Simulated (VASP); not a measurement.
**SiC: single point with PBE**

The system is SiC.

```
CELL_PARAMETERS angstrom
2.16796 2.16796 0.00000
-2.16796 2.16796 0.00000
0.00000 0.00000 4.40600
ATOMIC_POSITIONS crystal
Si 0.50000 0.00000 0.75000
Si 0.00000 0.50000 0.25000
C 0.00000 0.00000 0.00000
C 0.50000 0.50000 0.50000
```

This cell differs from its parent crystal: biaxial strain in the a-b plane: -1.0 %.

```
Program             : VASP 6.6.1
Task                : single point
Functional          : PBE
Potentials or basis : VASP PAW PBE potentials, release 64 (Si, C)
Cutoff              : 520 eV
k mesh              : 10 × 10 × 6
Occupations         : gaussian, width 0.02 eV
Spin                : no spin polarisation
```

```json
{"Pressure": "3.0 GPa", "Band gap on the k mesh": "1.27 eV"}
```

Stress tensor (GPa, compression positive):
```
4.44 0.00 0.00
0.00 4.44 0.00
0.00 0.00 0.17
```

Levels at points of the mesh, in eV from the valence-band top:
| k point | band 6 | band 7 | band 8 | band 9 | band 10 | band 11 |
| --- | --- | --- | --- | --- | --- | --- |
| (0.00, 0.00, 0.00) | -0.11 | 0.00 | 0.00 | 1.42 | 4.47 | 6.18 |
| (0.50, 0.00, 0.00) | -4.47 | -1.11 | -1.11 | 5.63 | 5.63 | 8.70 |
| (0.50, 0.50, 0.00) | -3.29 | -3.26 | -3.26 | 1.27 | 1.27 | 4.19 |
| (0.00, 0.00, 0.50) | -1.88 | -1.88 | -1.88 | 4.03 | 4.03 | 6.39 |
| (0.50, 0.00, 0.50) | -1.19 | -0.99 | -0.99 | 5.36 | 5.36 | 7.09 |
| (0.50, 0.50, 0.50) | -5.00 | -4.72 | -4.72 | 5.02 | 5.02 | 9.13 |

Run time: 26 s on 1 thread of Intel(R) Xeon(R) 6975P-C (Granite Rapids) (shared host), peak memory 0.18 GiB.

Caveat: the cell differs from its parent crystal (biaxial strain in the a-b plane: -1.0 %). A k mesh can miss the band edges.
